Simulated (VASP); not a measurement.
# C in VASP: a series of runs, part 2 of 2

VASP 6.6.1. The steps go on from the part before.

## (4) Relaxation of the atoms, PBE

The input, INCAR:

```
ALGO = Fast
DIPOL = 0.5 0.5 0.500
EDIFF = 1E-6
EDIFFG = -0.02
ENCUT = 520
GGA = PE
IBRION = 2
IDIPOL = 3
ISIF = 2
ISMEAR = 0
LASPH = True
LCHARG = False
LDIPOL = True
LREAL = False
LWAVE = False
NELM = 100
NSW = 80
PREC = Accurate
SIGMA = 0.1
```

The input, KPOINTS:

```
k-points
0
Gamma
  15 15 1
```

The input, POSCAR:

```
C
1.0
    2.4665844390      0.0000000000      0.0000000000
   -1.2332922195      2.1361247847      0.0000000000
    0.0000000000      0.0000000000     32.7365471759
C
8
Direct
    0.6666666667      0.3333333333      0.2291017425
    0.3333333333      0.6666666667      0.2291032635
    0.3333333333      0.6666666667      0.4331885245
    0.6666666667      0.3333333333      0.4331870035
    0.3333333333      0.6666666667      0.5668114755
    0.0000000000      0.0000000000      0.5668129965
    0.0000000000      0.0000000000      0.7708982575
    0.3333333333      0.6666666667      0.7708967365
```

Potentials or basis: VASP PAW PBE potentials, release 64 (C).

The run is started by

```bash
$ cat potpaw_PBE.64/C/POTCAR > POTCAR
$ mpirun -np 1 vasp_std > vasp.out
```

OUTCAR:

```text
EDIFF = 1E-6
   EDIFFG = -0.02
   ENCUT = 520
   GGA = PE
   IBRION = 2
   ISIF = 2
   ISMEAR = 0
   LASPH = True
   LREAL = False
   NELM = 100
   NSW = 80
   PREC = Accurate

 ion  position               nearest neighbor table
   1  0.667  0.333  0.229-   2 1.42   2 1.42   2 1.42
   2  0.333  0.667  0.229-   1 1.42   1 1.42   1 1.42
   3  0.333  0.667  0.433-   4 1.42   4 1.42   4 1.42
   4  0.667  0.333  0.433-   3 1.42   3 1.42   3 1.42
   5  0.333  0.667  0.567-   6 1.42   6 1.42   6 1.42
   6  0.000  0.000  0.567-   5 1.42   5 1.42   5 1.42
   7  0.000  0.000  0.771-   8 1.42   8 1.42   8 1.42
   8  0.333  0.667  0.771-   7 1.42   7 1.42   7 1.42

  LATTYP: Found a hexagonal cell.
 ALAT       =     2.4665844390
 C/A-ratio  =    13.2720156092

  Lattice vectors:

 A1 = (   2.4665844390,   0.0000000000,   0.0000000000)
 A2 = (  -1.2332922195,   2.1361247847,   0.0000000000)
 A3 = (   0.0000000000,   0.0000000000,  32.7365471759)

Analysis of symmetry for initial positions (statically):
=====================================================================
 Subroutine PRICEL returns:
 Original cell was already a primitive cell.

 Routine SETGRP: Setting up the symmetry group for a
 hexagonal supercell.

 Subroutine GETGRP returns: Found 12 space group operations
 (whereof  6 operations were pure point group operations)
 out of a pool of 24 trial point group operations.

The static configuration has the point symmetry C_3v.
 The point group associated with its full space group is D_3d.

Analysis of symmetry for dynamics (positions and initial velocities):
=====================================================================
 Subroutine PRICEL returns:
 Original cell was already a primitive cell.

 Routine SETGRP: Setting up the symmetry group for a
 hexagonal supercell.

 Subroutine GETGRP returns: Found 12 space group operations
 (whereof  6 operations were pure point group operations)
 out of a pool of 24 trial point group operations.

The dynamic configuration has the point symmetry C_3v.
 The point group associated with its full space group is D_3d.

 Subroutine INISYM returns: Found 12 space group operations
 (whereof  6 operations are pure point group operations),
 and found     1 'primitive' translations

----------------------------------------------------------------------------------------

                                     Primitive cell

  volume of cell :     172.4866

  direct lattice vectors                    reciprocal lattice vectors
     2.466584439  0.000000000  0.000000000     0.405418920  0.234068723  0.000000000
    -1.233292220  2.136124785  0.000000000     0.000000000  0.468137446  0.000000000
     0.000000000  0.000000000 32.736547176     0.000000000  0.000000000  0.030546899

  length of vectors
     2.466584439  2.466584439 32.736547176     0.468137446  0.468137446  0.030546899

  position of ions in fractional coordinates (direct lattice)
     0.666666667  0.333333333  0.229101742
     0.333333333  0.666666667  0.229103264
     0.333333333  0.666666667  0.433188524
[... 72 lines left out ...]
   total plane-waves  NPLWV =  81000
   dimension x,y,z NGX =    18 NGY =   18 NGZ =  250
   dimension x,y,z NGXF=    36 NGYF=   36 NGZF=  500
   ions per type =               8
   NGX,Y,Z   is equivalent  to a cutoff of  12.13, 12.13, 12.70 a.u.
   NGXF,Y,Z  is equivalent  to a cutoff of  24.26, 24.26, 25.39 a.u.
 SYSTEM =  unknown system
   PREC   = accura    normal or accurate (medium, high low for compatibility)
   ISTART =      0    job   : 0-new  1-cont  2-samecut
   ICHARG =      2    charge: 1-file 2-atom 10-const
   ISPIN  =      1    spin polarized calculation?
   LNONCOLLINEAR =      F non collinear calculations
   LSORBIT =      F    spin-orbit coupling
   LASPH  =      T    aspherical Exc in radial PAW
   ENCUT  =  520.0 eV  38.22 Ry    6.18 a.u.   4.59  4.59 60.87*2*pi/ulx,y,z
   NELM   =    100;   NELMIN=  2; NELMDL= -5     # of ELM steps
   EDIFF  = 0.1E-05   stopping-criterion for ELM
   LREAL  =      F    real-space projection
   EDIFFG = -.2E-01   stopping-criterion for IOM
   NSW    =     80    number of steps for IOM
   IBRION =      2    ionic relax: 0-MD 1-quasi-New 2-CG
   NFREE  =      1    steps in history (QN), initial steepest desc. (CG)
   ISIF   =      2    stress and relaxation
   ISYM   =      2    0-nonsym 1-usesym 2-fastsym
   POTIM  = 0.5000    time-step for ionic-motion
   TEBEG  =    0.0;   TEEND  =   0.0 temperature during run
   PSTRESS=    0.0 pullay stress
   NELECT =      32.0000    total number of electrons
   NUPDOWN=      -1.0000    fix difference up-down
   EMIN   =  10.00;   EMAX   =-10.00  energy-range for DOS
   EFERMI =   0.00;   METHOD = LEGACY
   ISMEAR =     0;   SIGMA  =   0.10  broadening in eV -4-tet -1-fermi 0-gaus
   EFERMI_NEDOS =   21; number of points for ismear=-14 and -15
   IALGO  =     68    algorithm
   IMIX   =      4    mixing-type and parameters
     AMIX     =   0.40;   BMIX     =  1.00
     AMIX_MAG =   1.60;   BMIX_MAG =  1.00
  volume/ion in A,a.u.               =      21.56       145.50
  Fermi-wavevector in a.u.,A,eV,Ry     =   0.933698  1.764433 11.861444  0.871792
  Thomas-Fermi vector in A             =   2.060426
   LORBIT       =      0    0 simple, 1 ext, 2 COOP (PROOUT), +10 PAW based schemes
   GGA     = PE    functional components
   LHFCALC =     F    Hartree Fock is set to
   AEXX    =    0.0000 exact exchange contribution
   IVDW    =     0    specifies the selected vdW correction
   LEPSILON=     F    determine dielectric tensor
   LRPA    =     F    only Hartree local field effects (RPA)
 conjugate gradient relaxation of ions
 non-spin polarized calculation
 RMM-DIIS sequential band-by-band and
 Gauss-broadening in eV      SIGMA  =   0.10
  energy-cutoff  :      520.00
  volume of cell :      172.49
 maximum number of plane-waves:      4708
   NGX =  9   NGY =  9   NGZ =121

 dipolmoment           0.000000      0.000000     -0.000000 electrons x Angstroem

 number of electron      31.9999994 magnetization

 dipolmoment           0.000000      0.000000      0.000000 electrons x Angstroem

 Free energy of the ion-electron system (eV)
  ---------------------------------------------------
  ext. energy  EPLUGINS =         0.00000000
  ---------------------------------------------------
  free energy    TOTEN  =       -73.79810329 eV

  energy without entropy =      -73.79434431  energy(sigma->0) =      -73.79622380

 E-fermi :  -0.5780     XC(G=0):  -4.9934

 val. band max:       -0.5788083219   @ k =   0.3333   0.3333   0.0000
 cond. band min:      -0.5777504555   @ k =   0.3333   0.3333   0.0000
 fundamental gap:      0.0010578664
 Fermi energy:        -0.5779829685

 k-point     1 :       0.0000    0.0000    0.0000
  band No.  band energies     occupation
      1     -20.1010      2.00000
      2     -20.0944      2.00000
      3     -20.0944      2.00000
      4     -20.0871      2.00000
      5      -8.2912      2.00000
      6      -8.1901      2.00000
[... 565 lines left out ...]
     20       0.7365      0.00000
     21      10.1869      0.00000

 [... further k-points ...]

------------------------ aborting loop because EDIFF is reached ----------------------------------------

 vacuum level on the upper side and lower side of the slab       (xc-potential included)        -0.241        -0.241

  FORCE on cell =-STRESS in cart. coord.  units (eV):
  Direction    XX          YY          ZZ          XY          YZ          ZX
  --------------------------------------------------------------------------------------
  -------------------------------------------------------------------------------------
  Total        0.3030071      0.3030071     -0.0495430      0.0000000      0.0000000      0.0000000
  in kB        2.8145435      2.8145435     -0.4601901      0.0000000      0.0000000      0.0000000
  external PRESSURE =       1.7229656 kB  Pullay stress =       0.0000000 kB

 VOLUME and BASIS-vectors are now :
 -----------------------------------------------------------------------------
  energy-cutoff  :      520.00
  volume of cell :      172.49
      direct lattice vectors                 reciprocal lattice vectors
     2.466584439  0.000000000  0.000000000     0.405418920  0.234068723  0.000000000
    -1.233292220  2.136124785  0.000000000     0.000000000  0.468137446  0.000000000
     0.000000000  0.000000000 32.736547176     0.000000000  0.000000000  0.030546899

 POSITION                                       TOTAL-FORCE (eV/Angst)
 -----------------------------------------------------------------------------------
      1.23329      0.71204      7.50000         0.000000      0.000000      0.000940
     -0.00000      1.42408      7.50005        -0.000000     -0.000000     -0.000730
     -0.00000      1.42408     14.18110        -0.000000      0.000000      0.000042
      1.23329      0.71204     14.18105        -0.000000     -0.000000      0.000108
     -0.00000      1.42408     18.55545         0.000000     -0.000000     -0.000042
      0.00000      0.00000     18.55550         0.000000      0.000000     -0.000108
      0.00000      0.00000     25.23655        -0.000000     -0.000000     -0.000940
     -0.00000      1.42408     25.23650         0.000000      0.000000      0.000730
 -----------------------------------------------------------------------------------
    total drift:                                0.000000     -0.000000     -0.000000

  FREE ENERGIE OF THE ION-ELECTRON SYSTEM (eV)
  ---------------------------------------------------
  free  energy   TOTEN  =       -73.7981032858 eV

  energy  without entropy=      -73.7943443137  energy(sigma->0) =      -73.79622380

 reached required accuracy - stopping structural energy minimisation

 vacuum level on the upper side and lower side of the slab         3.456         3.456
```

It took 2.3 min on 1 thread of Oxide Virtual Turin-like, shared host; peak memory 0.25 GiB.

What came out:

```
Free energy            : -73.7981 eV
Band gap on the k mesh : zero (filled and empty bands touch)
```

Final structure:
```xyz
8
Lattice="2.4666 0.0000 0.0000 -1.2333 2.1361 0.0000 0.0000 0.0000 32.7365" Properties=species:S:1:pos:R:3 pbc="T T T"
C     1.2333    0.7120    7.5000
C     0.0000    1.4241    7.5001
C     0.0000    1.4241   14.1811
C     1.2333    0.7120   14.1810
C     0.0000    1.4241   18.5555
C     0.0000    0.0000   18.5555
C     0.0000    0.0000   25.2365
C     0.0000    1.4241   25.2365
```

Caveat: the relaxation stopped at its first step, so nothing moved.

## (5) Summary

```csv
task,cell,gap on the mesh (eV)
single point,"a = 2.467, b = 2.467, c = 32.737 Å, angles 90.0, 90.0, 120.0°, 8 atoms, atomic positions A",none
relaxation of the atoms,"atoms relaxed from a = 2.467, b = 2.467, c = 30.430 Å, angles 90.0, 90.0, 120.0°, 8 atoms, atomic positions B",none
relaxation of the atoms,"atoms relaxed from a = 2.467, b = 2.467, c = 32.737 Å, angles 90.0, 90.0, 120.0°, 8 atoms, atomic positions A",none
```

Alike in all rows: level PBE; potentials or basis VASP PAW PBE potentials, release 64 (C); no spin polarisation; k mesh 15 × 15 × 1; cutoff (eV) 520; smearing gaussian 0.1 eV.

Caveats: the relaxation stopped at its first step, so nothing moved (at least some runs).

Absolute energies hang on the potentials; compare differences alone.
